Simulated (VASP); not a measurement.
Au: electric field gradients with PBEsol

Crystal: Au.

```
CELL_PARAMETERS angstrom
2.87070 0.00000 0.00000
-1.43535 2.48610 0.00000
0.00000 0.00000 4.83070
ATOMIC_POSITIONS crystal
Au 0.33333 0.66667 0.75000
Au 0.66667 0.33333 0.25000
```

This cell differs from its parent crystal: volume scaled by 0.97.

```
Program                : VASP 6.6.1
Task                   : electric field gradients
Functional             : PBEsol
Potentials or basis    : VASP PAW PBE potentials, release 64 (Au)
Cutoff                 : 520 eV
k mesh                 : 14 × 14 × 8
Occupations            : fermi-dirac, width 0.03 eV
Spin                   : no spin polarisation
Dipole correction      : no
Further INCAR settings : ALGO = Normal; EDIFF = 1e-08; NBANDS = 18
```

The pressure is -2.3 GPa and the band gap on the k mesh is zero (band 11 reaches 12.94 eV, above the bottom of band 12 at 6.47 eV).

Stress tensor (GPa, compression positive):
```
-2.01  0.00  0.00
 0.00 -2.01  0.00
 0.00  0.00 -2.74
```

Levels at points of the mesh, in eV from the Fermi level:
| k point | band 7 | band 8 | band 9 | band 10 | band 11 | band 12 | band 13 | band 14 | band 15 | band 16 |
| --- | --- | --- | --- | --- | --- | --- | --- | --- | --- | --- |
| (0.00, 0.00, 0.00) | -4.19 | -3.48 | -3.48 | -2.14 | -2.14 | -1.15 | 2.60 | 14.59 | 15.66 | 16.76 |
| (0.50, 0.00, 0.00) | -3.66 | -1.92 | -1.82 | -1.65 | 0.37 | 1.57 | 5.69 | 7.22 | 7.26 | 10.31 |
| (0.00, 0.00, 0.50) | -4.53 | -4.53 | -2.60 | -2.60 | -2.60 | -2.60 | 10.49 | 10.49 | 14.89 | 14.89 |
| (0.50, 0.00, 0.50) | -2.38 | -2.38 | -1.72 | -1.72 | 0.45 | 0.45 | 3.92 | 3.92 | 13.13 | 13.13 |

Electric field gradients, principal values (V/Å²):
| atom | least | middle | greatest (by size) |
| --- | --- | --- | --- |
| 1 Au | -13.650 | -13.651 | 27.301 |
| 2 Au | -13.650 | -13.651 | 27.301 |

Run time: 24 s on 1 thread of Intel(R) Xeon(R) Platinum 8488C (Sapphire Rapids), on a shared host, peak memory 0.19 GiB.

Caveat: without QUAD_EFG the Cq values of the log hold for a quadrupole moment of 1 mb, not for the nuclei; the PAW data sets were made with another functional, which shifts forces and pressure a little; spin-orbit coupling is left out, which moves the levels of the heavy elements.
